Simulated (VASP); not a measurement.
## AlN: single point with PBE

The system is AlN.

```xyz
2
Lattice="0.0000 1.9930 1.9930 1.9930 0.0000 1.9930 1.9930 1.9930 0.0000" Properties=species:S:1:pos:R:3 pbc="T T T"
Al    1.9930    1.9930    1.9930
N     0.0000    0.0000    0.0000
```

This cell differs from its parent crystal: volume scaled by 0.94.

```json
{
  "Program": "VASP 6.6.1",
  "Task": "single point",
  "Functional": "PBE",
  "Potentials or basis": "VASP PAW PBE potentials, release 64 (Al, N)",
  "Cutoff": "520 eV",
  "k mesh": "11 × 11 × 11",
  "Occupations": "fermi-dirac, width 0.05 eV",
  "Spin": "no spin polarisation"
}
```

The pressure is 17.7 GPa. The band gap on the k mesh is 5.16 eV, indirect (least direct gap 6.31 eV).

Levels at points of the mesh, in eV from the valence-band top:
```csv
k point,band 1,band 2,band 3,band 4,band 5,band 6,band 7,band 8,band 9
"(0.00, 0.00, 0.00)",-17.95,0.00,0.00,0.00,6.31,12.30,12.30,12.30,17.56
```

Run time: 7.1 s on 1 thread of Intel Xeon 6975P-C, on a shared host, peak memory 0.14 GiB.

 A k mesh can miss the band edges.
